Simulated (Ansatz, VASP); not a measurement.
# CoO: VASP beside Ansatz

```xyz
2
Lattice="1.5055 0.8692 2.4399 -1.5055 0.8692 2.4399 0.0000 -1.7384 2.4399" Properties=species:S:1:pos:R:3 pbc="T T T"
Co    0.0000    0.0000    0.0000
O     0.0000    0.0000    3.6599
```

Alike in both runs: task single point; functional PBE; k mesh 9 × 9 × 9; occupations fermi-dirac, width 0.05 eV; collinear spin; fixed moment 2.5 μB.

|  | VASP | Ansatz |
| --- | --- | --- |
| version | VASP 6.6.1 | Ansatz 0.2.0 |
| potentials or method | VASP PAW PBE potentials, release 64 (Co_sv, O) | Ansatz PAW |
| plane-wave cutoff (eV) | 600 | 420 |
| valence electrons in the cell | 23 | 23 |

VASP gave:

* pressure (GPa): -6.0
* traceless stress, the component that is largest in VASP (GPa): -0.31
* net moment per atom (μB): 1.25
* size of the moment on the site where the two differ most (μB): 2.22

Q: What did Ansatz give for the same quantities?

A: Pressure (GPa): -3.6; traceless stress, the component that is largest in VASP (GPa): -0.29; net moment per atom (μB): 1.25; size of the moment on the site where the two differ most (μB): 2.19.

Site moments also hang on the region over which each program counts them.
